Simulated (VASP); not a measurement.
Write the native input for VASP 6.6.1 that does the following.

| Property | Result |
| --- | --- |
| Task | relaxation of cell and atoms |
| Functional | revPBE |
| Dispersion | D3(BJ) |
| Potentials or basis | VASP PAW PBE potentials, release 64 (Bi_d) |
| Cutoff | 600 eV |
| k mesh | 9 × 9 × 9 |
| Occupations | fermi-dirac, width 0.05 eV |
| Spin | no spin polarisation |
| Dipole correction | no |
| Further INCAR settings | ALGO = Normal; EDIFF = 1e-07; IBRION = 2; EDIFFG = -0.01; NSW = 60; ISIF = 3 |

The structure of Bi lies in POSCAR:

```
Bi
1.0
   -1.9814305318      1.9814305318      1.9814305318
    1.9814305318     -1.9814305318      1.9814305318
    1.9814305318      1.9814305318     -1.9814305318
Bi
1
Direct
    0.0000000000      0.0000000000      0.0000000000
```

One way to write it, as run:

INCAR

```
PREC     = Accurate       # precision mode
ENCUT    = 600            # plane-wave cutoff, eV
EDIFF    = 1E-7           # SCF threshold, eV
ISMEAR   = -1             # smearing method
SIGMA    = 0.05           # smearing width, eV
LREAL    = F              # projectors in reciprocal space
LASPH    = T              # aspherical terms in the spheres
NELM     = 80             # most SCF steps
ALGO     = Normal         # electronic algorithm
ISIF     = 3              # what is computed and relaxed
LWAVE    = F              # write WAVECAR
LCHARG   = F              # write CHGCAR
GGA      = RE             # functional
IVDW     = 12             # dispersion correction
IBRION   = 2              # ionic algorithm
NSW      = 60             # ionic steps
EDIFFG   = -0.01          # ionic threshold
```

KPOINTS

```
Automatic mesh
0
Gamma
  9 9 9
```

Potentials or basis: VASP PAW PBE potentials, release 64 (Bi_d).

Launch:

```bash
$ cat potpaw_PBE.64/Bi_d/POTCAR > POTCAR
$ mpirun -np 1 vasp_std > vasp.out
```

Results of the run:

```yaml
Relaxed_volume: 29.53 Å³/atom
Relaxed_cell: a = 3.373 Å, b = 3.373 Å, c = 3.373 Å, α = 109.47°, β = 109.47°, γ = 109.47°
Space_group_after_relaxing_to_0.05_Å: Im-3m (No. 229)
Energy_gained_by_relaxing: 14.5 meV/atom
Ionic_steps: 3
Pressure_after_relaxing: 0.0 GPa
Dispersion_energy_per_atom: -0.972 eV
```

Caveat: the PAW data sets were made with another functional, which shifts forces and pressure a little; pairwise dispersion overbinds metals, which lowers pressure and volume.

It took 73 s on 1 thread of AMD EPYC 7R13 (shared host), peak memory 0.15 GiB.
